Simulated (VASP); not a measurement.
# KMgF3 (cubic perovskite) (Pm-3m) in VASP: notebook

KMgF3 (cubic perovskite) is run at these levels: r2SCAN; tasks: single point.

Everything below comes from runs of VASP 6.6.1. Logs are shortened: lines on timing, memory, paths and dates and some standing lists are left out, and cuts for length are marked.

## Step 1: The cell of the first run

Symmetry: Pm-3m, No. 221, cubic system. The conventional cell has a = 3.640 Å, b = 3.640 Å, c = 3.640 Å, α = 90.00°, β = 90.00°, γ = 90.00°. K (site symmetry m-3m) has 12 F at 2.57 Å and 8 Mg at 3.15 Å within 3.4 Å. Mg (site symmetry m-3m) has 6 F at 1.82 Å within 2.4 Å. Within 2.4 Å of F (site symmetry 4/mmm) lie 2 Mg at 1.82 Å.

## Step 2: Single point, r2SCAN (volume scaled by 0.75)

Input file POSCAR:

```
KMgF3
1.0
    3.6396925474      0.0000000000      0.0000000000
    0.0000000000      3.6396925474      0.0000000000
    0.0000000000      0.0000000000      3.6396925474
K Mg F
1 1 3
Direct
    0.5000000000      0.5000000000      0.5000000000
    0.0000000000      0.0000000000      0.0000000000
    0.5000000000      0.0000000000      0.0000000000
    0.0000000000      0.5000000000      0.0000000000
    0.0000000000      0.0000000000      0.5000000000
```

Input file INCAR.step1:

```
PREC     = Accurate       # precision mode
ENCUT    = 520            # plane-wave cutoff, eV
ISMEAR   = 0              # smearing method
SIGMA    = 0.01           # smearing width, eV
LREAL    = F              # projectors in reciprocal space
LASPH    = T              # aspherical terms in the spheres
NELM     = 80             # most SCF steps
NBANDS   = 24             # bands
GGA      = PE             # functional
ALGO     = Normal         # electronic algorithm
EDIFF    = 1E-4           # SCF threshold, eV
LWAVE    = T              # write WAVECAR
LCHARG   = F              # write CHGCAR
```

Input file INCAR.step2:

```
PREC     = Accurate       # precision mode
ENCUT    = 520            # plane-wave cutoff, eV
EDIFF    = 1E-7           # SCF threshold, eV
ISMEAR   = 0              # smearing method
SIGMA    = 0.01           # smearing width, eV
LREAL    = F              # projectors in reciprocal space
LASPH    = T              # aspherical terms in the spheres
NELM     = 80             # most SCF steps
ALGO     = Normal         # electronic algorithm
ISIF     = 2              # what is computed and relaxed
LWAVE    = F              # write WAVECAR
LCHARG   = F              # write CHGCAR
METAGGA  = R2SCAN         # meta-GGA
LMIXTAU  = T            
NBANDS   = 24             # bands
ISTART   = 1
```

Input file KPOINTS:

```
Automatic mesh
0
Gamma
  6 6 6
```

Potentials or basis: VASP PAW PBE potentials, release 64 (K_sv, Mg, F).

Started as:

```bash
cat potpaw_PBE.64/K_sv/POTCAR potpaw_PBE.64/Mg/POTCAR potpaw_PBE.64/F/POTCAR > POTCAR
cp INCAR.step1 INCAR
mpirun -np 1 vasp_std > vasp.out
cp INCAR.step2 INCAR
mpirun -np 1 vasp_std > vasp.out
```

OUTCAR:

```text
PREC = Accurate
   ENCUT = 520
   EDIFF = 1E-7
   ISMEAR = 0
   LREAL = F
   LASPH = T
   NELM = 80
   ISIF = 2
   METAGGA = R2SCAN
   ISTART = 1

 ion  position               nearest neighbor table
   1  0.500  0.500  0.500-   3 2.57   4 2.57   5 2.57   3 2.57   4 2.57   3 2.57   5 2.57   3 2.57
                             4 2.57   5 2.57   4 2.57   5 2.57   2 3.15   2 3.15   2 3.15   2 3.15
   2  0.000  0.000  0.000-   3 1.82   4 1.82   5 1.82   5 1.82   4 1.82   3 1.82   1 3.15   1 3.15
                             1 3.15   1 3.15   1 3.15   1 3.15   1 3.15   1 3.15
   3  0.500  0.000  0.000-   2 1.82   2 1.82   1 2.57   1 2.57   1 2.57   1 2.57
   4  0.000  0.500  0.000-   2 1.82   2 1.82   1 2.57   1 2.57   1 2.57   1 2.57
   5  0.000  0.000  0.500-   2 1.82   2 1.82   1 2.57   1 2.57   1 2.57   1 2.57

  LATTYP: Found a simple cubic cell.
 ALAT       =     3.6396925474

  Lattice vectors:

 A1 = (   3.6396925474,   0.0000000000,   0.0000000000)
 A2 = (   0.0000000000,   3.6396925474,   0.0000000000)
 A3 = (   0.0000000000,   0.0000000000,   3.6396925474)

Analysis of symmetry for initial positions (statically):
=====================================================================
 Subroutine PRICEL returns:
 Original cell was already a primitive cell.

 Routine SETGRP: Setting up the symmetry group for a
 simple cubic supercell.

 Subroutine GETGRP returns: Found 48 space group operations
[... 9 lines left out ...]

 Routine SETGRP: Setting up the symmetry group for a
 simple cubic supercell.

 Subroutine GETGRP returns: Found 48 space group operations
[... 11 lines left out ...]
                                     Primitive cell

  volume of cell :      48.2163

  direct lattice vectors                    reciprocal lattice vectors
     3.639692547  0.000000000  0.000000000     0.274748481  0.000000000  0.000000000
     0.000000000  3.639692547  0.000000000     0.000000000  0.274748481  0.000000000
     0.000000000  0.000000000  3.639692547     0.000000000  0.000000000  0.274748481

  length of vectors
     3.639692547  3.639692547  3.639692547     0.274748481  0.274748481  0.274748481

  position of ions in fractional coordinates (direct lattice)
     0.500000000  0.500000000  0.500000000
     0.000000000  0.000000000  0.000000000
     0.500000000  0.000000000  0.000000000
     0.000000000  0.500000000  0.000000000
     0.000000000  0.000000000  0.500000000

  ion indices of the primitive-cell ions
   primitive index   ion index
                 1           1
                 2           2
                 3           3
                 4           4
                 5           5

----------------------------------------------------------------------------------------

 KPOINTS: Automatic mesh

Automatic generation of k-mesh.
 Grid dimensions read from file:
 generate k-points for:    6    6    6

 Generating k-lattice:

  Cartesian coordinates                     Fractional coordinates (reciprocal lattice)
     0.045791414  0.000000000  0.000000000     0.166666667  0.000000000  0.000000000
     0.000000000  0.045791414  0.000000000     0.000000000  0.166666667  0.000000000
     0.000000000  0.000000000  0.045791414     0.000000000  0.000000000  0.166666667

  Length of vectors
     0.045791414  0.045791414  0.045791414

  Shift w.r.t. Gamma in fractional coordinates (k-lattice)
     0.000000000  0.000000000  0.000000000

 Subroutine IBZKPT returns following result:
 ===========================================

 Found     20 irreducible k-points:

 Following reciprocal coordinates:
            Coordinates               Weight
  0.000000  0.000000  0.000000      1.000000
  0.166667  0.000000  0.000000      6.000000
  0.333333  0.000000  0.000000      6.000000
  0.500000  0.000000  0.000000      3.000000
  0.166667  0.166667  0.000000     12.000000
  0.333333  0.166667  0.000000     24.000000
[... 12 lines left out ...]
  0.500000  0.500000  0.333333      6.000000
  0.500000  0.500000  0.500000      1.000000
   k-points           NKPTS =     20   k-points in BZ     NKDIM =     20   number of bands    NBANDS=     24
   number of dos      NEDOS =    301   number of ions     NIONS =      5
   total plane-waves  NPLWV =  21952
   dimension x,y,z NGX =    28 NGY =   28 NGZ =   28
   dimension x,y,z NGXF=    56 NGYF=   56 NGZF=   56
   ions per type =               1   1   3
   NGX,Y,Z   is equivalent  to a cutoff of  12.79, 12.79, 12.79 a.u.
   NGXF,Y,Z  is equivalent  to a cutoff of  25.58, 25.58, 25.58 a.u.
 SYSTEM =  unknown system
   PREC   = accura    normal or accurate (medium, high low for compatibility)
   ISTART =      1    job   : 0-new  1-cont  2-samecut
   ICHARG =      0    charge: 1-file 2-atom 10-const
   ISPIN  =      1    spin polarized calculation?
   LNONCOLLINEAR =      F non collinear calculations
   LSORBIT =      F    spin-orbit coupling
   LASPH  =      T    aspherical Exc in radial PAW
   ENCUT  =  520.0 eV  38.22 Ry    6.18 a.u.   6.77  6.77  6.77*2*pi/ulx,y,z
   NELM   =     80;   NELMIN=  2; NELMDL=  0     # of ELM steps
   EDIFF  = 0.1E-06   stopping-criterion for ELM
   LREAL  =      F    real-space projection
   EDIFFG = 0.1E-05   stopping-criterion for IOM
   NSW    =      0    number of steps for IOM
   IBRION =     -1    ionic relax: 0-MD 1-quasi-New 2-CG
   NFREE  =      0    steps in history (QN), initial steepest desc. (CG)
   ISIF   =      2    stress and relaxation
   ISYM   =      2    0-nonsym 1-usesym 2-fastsym
   POTIM  = 0.5000    time-step for ionic-motion
   TEBEG  =    0.0;   TEEND  =   0.0 temperature during run
   PSTRESS=    0.0 pullay stress
   NELECT =      32.0000    total number of electrons
   NUPDOWN=      -1.0000    fix difference up-down
   EMIN   =  10.00;   EMAX   =-10.00  energy-range for DOS
   EFERMI =   0.00;   METHOD = LEGACY
   ISMEAR =     0;   SIGMA  =   0.01  broadening in eV -4-tet -1-fermi 0-gaus
   EFERMI_NEDOS =   21; number of points for ismear=-14 and -15
   IALGO  =     38    algorithm
   IMIX   =      4    mixing-type and parameters
     AMIX     =   0.40;   BMIX     =  1.00
     AMIX_MAG =   1.60;   BMIX_MAG =  1.00
  volume/ion in A,a.u.               =       9.64        65.08
  Fermi-wavevector in a.u.,A,eV,Ry     =   1.427995  2.698520 27.744602  2.039171
  Thomas-Fermi vector in A             =   2.548105
   LORBIT       =      0    0 simple, 1 ext, 2 COOP (PROOUT), +10 PAW based schemes
   METAGGA = R2SCAN    functional components
   LHFCALC =     F    Hartree Fock is set to
   AEXX    =    0.0000 exact exchange contribution
   IVDW    =     0    specifies the selected vdW correction
   LEPSILON=     F    determine dielectric tensor
   LRPA    =     F    only Hartree local field effects (RPA)
 non-spin polarized calculation
 Gauss-broadening in eV      SIGMA  =   0.01
  energy-cutoff  :      520.00
  volume of cell :       48.22
 maximum number of plane-waves:      1328
 NGX is ok and might be reduce to    28
   NGX = 13   NGY = 13   NGZ = 13

 number of electron      32.0000000 magnetization

 Free energy of the ion-electron system (eV)
  ---------------------------------------------------
  ext. energy  EPLUGINS =         0.00000000
  ---------------------------------------------------
  free energy    TOTEN  =       -36.03155036 eV

  energy without entropy =      -36.03155036  energy(sigma->0) =      -36.03155036

 E-fermi :  -0.4683     XC(G=0): -11.7443

 val. band max:       -0.5770866103   @ k =   0.5000   0.5000   0.5000
 cond. band min:      10.2368143860   @ k =   0.0000   0.0000   0.0000
 fundamental gap:     10.8139009964
 Fermi energy:        -0.4683195253

 k-point     1 :       0.0000    0.0000    0.0000
  band No.  band energies     occupation
      1     -26.8294      2.00000
      2     -22.5896      2.00000
      3     -21.6230      2.00000
      4     -21.6230      2.00000
      5      -9.5700      2.00000
      6      -9.5700      2.00000
[... 16 lines left out ...]
     23      18.3891      0.00000
     24      21.5469      0.00000

 k-point     2 :       0.1667    0.0000    0.0000
  band No.  band energies     occupation
      1     -26.7926      2.00000
      2     -22.5730      2.00000
      3     -21.6848      2.00000
      4     -21.6181      2.00000
      5      -9.5260      2.00000
      6      -9.5260      2.00000
[... 16 lines left out ...]
     23      18.3952      0.00000
     24      21.0607      0.00000

 k-point     3 :       0.3333    0.0000    0.0000
  band No.  band energies     occupation
      1     -26.7165      2.00000
      2     -22.5449      2.00000
      3     -21.8051      2.00000
      4     -21.6080      2.00000
      5      -9.4346      2.00000
      6      -9.4346      2.00000
[... 16 lines left out ...]
     23      17.9137      0.00000
     24      19.9912      0.00000

 k-point     4 :       0.5000    0.0000    0.0000
  band No.  band energies     occupation
      1     -26.6770      2.00000
      2     -22.5338      2.00000
      3     -21.8618      2.00000
      4     -21.6027      2.00000
      5      -9.3869      2.00000
      6      -9.3869      2.00000
[... 16 lines left out ...]
     23      17.1657      0.00000
     24      18.9939      0.00000

 k-point     5 :       0.1667    0.1667    0.0000
  band No.  band energies     occupation
      1     -26.7593      2.00000
      2     -22.5455      2.00000
      3     -21.7126      2.00000
      4     -21.6466      2.00000
      5      -9.5785      2.00000
      6      -9.4838      2.00000
[... 343 lines left out ...]
 k-point    18 :       0.5000    0.3333    0.3333
  band No.  band energies     occupation
      1     -26.5692      2.00000
      2     -22.0771      2.00000
      3     -21.9298      2.00000
      4     -21.8379      2.00000
      5      -9.8857      2.00000
      6      -9.8593      2.00000
[... 16 lines left out ...]
     23      17.8749      0.00000
     24      19.4138      0.00000

 k-point    19 :       0.5000    0.5000    0.3333
  band No.  band energies     occupation
      1     -26.5551      2.00000
      2     -21.9457      2.00000
      3     -21.9265      2.00000
      4     -21.9265      2.00000
      5      -9.9474      2.00000
      6      -9.9474      2.00000
[... 16 lines left out ...]
     23      18.3888      0.00000
     24      18.3888      0.00000

 k-point    20 :       0.5000    0.5000    0.5000
  band No.  band energies     occupation
      1     -26.5438      2.00000
      2     -21.9131      2.00000
      3     -21.9131      2.00000
      4     -21.9131      2.00000
      5     -10.0416      2.00000
      6     -10.0416      2.00000
[... 16 lines left out ...]
     23      18.9192      0.00000
     24      18.9192      0.00000

------------------------ aborting loop because EDIFF is reached ----------------------------------------

  FORCE on cell =-STRESS in cart. coord.  units (eV):
  Direction    XX          YY          ZZ          XY          YZ          ZX
  --------------------------------------------------------------------------------------
  -------------------------------------------------------------------------------------
  Total       11.5478057     11.5478057     11.5478057      0.0000000      0.0000000      0.0000000
  in kB      383.7213397    383.7213397    383.7213397      0.0000000      0.0000000      0.0000000
  external PRESSURE =     383.7213397 kB  Pullay stress =       0.0000000 kB

 VOLUME and BASIS-vectors are now :
 -----------------------------------------------------------------------------
  energy-cutoff  :      520.00
  volume of cell :       48.22
      direct lattice vectors                 reciprocal lattice vectors
     3.639692547  0.000000000  0.000000000     0.274748481  0.000000000  0.000000000
     0.000000000  3.639692547  0.000000000     0.000000000  0.274748481  0.000000000
     0.000000000  0.000000000  3.639692547     0.000000000  0.000000000  0.274748481

 POSITION                                       TOTAL-FORCE (eV/Angst)
 -----------------------------------------------------------------------------------
      1.81985      1.81985      1.81985         0.000000      0.000000      0.000000
      0.00000      0.00000      0.00000         0.000000      0.000000      0.000000
      1.81985      0.00000      0.00000         0.000000      0.000000      0.000000
      0.00000      1.81985      0.00000         0.000000      0.000000      0.000000
      0.00000      0.00000      1.81985         0.000000      0.000000      0.000000
 -----------------------------------------------------------------------------------
    total drift:                                0.000000      0.000000     -0.000000

  FREE ENERGIE OF THE ION-ELECTRON SYSTEM (eV)
  ---------------------------------------------------
  free  energy   TOTEN  =       -36.0315503595 eV

  energy  without entropy=      -36.0315503595  energy(sigma->0) =      -36.03155036
```

Run time: 83 s. Hardware: 1 thread of Intel Xeon Platinum 8259CL at 2.50GHz (Skylake/Cascade Lake), shared host; peak memory 0.18 GiB.

Results:

- Free energy: -36.0316 eV
- Pressure: 38.4 GPa
- Band gap on the k mesh: 10.81 eV, indirect (least direct gap 11.09 eV)

Levels at points of the mesh, in eV from the valence-band top:
| k point | band 12 | band 13 | band 14 | band 15 | band 16 | band 17 | band 18 | band 19 | band 20 | band 21 |
| --- | --- | --- | --- | --- | --- | --- | --- | --- | --- | --- |
| (0.00, 0.00, 0.00) | -0.97 | -0.97 | -0.28 | -0.28 | -0.28 | 10.81 | 11.14 | 11.14 | 13.80 | 13.80 |
| (0.50, 0.00, 0.00) | -1.39 | -1.20 | -1.20 | -0.71 | -0.71 | 12.64 | 12.81 | 14.59 | 14.74 | 15.16 |
| (0.50, 0.50, 0.00) | -1.62 | -1.42 | -1.09 | -1.09 | -0.04 | 13.40 | 13.81 | 15.06 | 15.06 | 16.62 |
| (0.50, 0.50, 0.50) | -1.41 | -1.41 | 0.00 | 0.00 | 0.00 | 12.48 | 12.48 | 12.48 | 16.23 | 16.23 |

Caveat: the PAW data sets were made with another functional, which shifts forces and pressure a little.

## Step 3: Single point, r2SCAN (volume scaled by 0.79)

POSCAR, as its differences from that of step 2:

```diff
@@ -2,5 +2,5 @@
 1.0
-    3.6396925474      0.0000000000      0.0000000000
-    0.0000000000      3.6396925474      0.0000000000
-    0.0000000000      0.0000000000      3.6396925474
+    3.7032807874      0.0000000000      0.0000000000
+    0.0000000000      3.7032807874      0.0000000000
+    0.0000000000      0.0000000000      3.7032807874
 K Mg F
```

Input file INCAR.step1:

```
ALGO = Normal
EDIFF = 1E-4
ENCUT = 520
GGA = PE
ISMEAR = 0
LASPH = True
LCHARG = False
LREAL = False
LWAVE = True
NBANDS = 24
NELM = 80
PREC = Accurate
SIGMA = 0.01
```

Input file INCAR.step2:

```
ALGO = Normal
EDIFF = 1E-6
ENCUT = 520
ISIF = 2
ISMEAR = 0
ISTART = 1
LASPH = True
LCHARG = False
LMIXTAU = True
LREAL = False
LWAVE = False
METAGGA = R2SCAN
NBANDS = 24
NELM = 80
PREC = Accurate
SIGMA = 0.01
```

Input file KPOINTS:

```
k-points
0
Gamma
  6 6 6
```

Potentials or basis: VASP PAW PBE potentials, release 64 (K_sv, Mg, F).

Started as:

```bash
cat potpaw_PBE.64/K_sv/POTCAR potpaw_PBE.64/Mg/POTCAR potpaw_PBE.64/F/POTCAR > POTCAR
cp INCAR.step1 INCAR
mpirun -np 1 vasp_std > vasp.out
cp INCAR.step2 INCAR
mpirun -np 1 vasp_std > vasp.out
```

Run time: 86 s. Hardware: 1 thread of Intel Xeon Platinum 8259CL at 2.50GHz (Skylake/Cascade Lake), shared host; peak memory 0.18 GiB.

Results (log left out):

```yaml
Free_energy: -36.5617 eV
Pressure: 27.3 GPa
Band_gap_on_the_k_mesh: 10.26 eV, indirect (least direct gap 10.55 eV)
```

Levels at points of the mesh, in eV from the valence-band top:
| k point | band 13 | band 14 | band 15 | band 16 | band 17 | band 18 | band 19 | band 20 |
| --- | --- | --- | --- | --- | --- | --- | --- | --- |
| (0.00, 0.00, 0.00) | -0.89 | -0.30 | -0.30 | -0.30 | 10.26 | 11.10 | 11.10 | 13.69 |
| (0.50, 0.00, 0.00) | -1.13 | -1.13 | -0.67 | -0.67 | 12.47 | 12.50 | 14.06 | 14.44 |
| (0.50, 0.50, 0.00) | -1.36 | -1.06 | -1.06 | -0.03 | 13.12 | 13.58 | 14.81 | 14.81 |
| (0.50, 0.50, 0.50) | -1.34 | 0.00 | 0.00 | 0.00 | 12.27 | 12.27 | 12.27 | 15.99 |

Caveat: the PAW data sets were made with another functional, which shifts forces and pressure a little. A k mesh can miss the band edges.
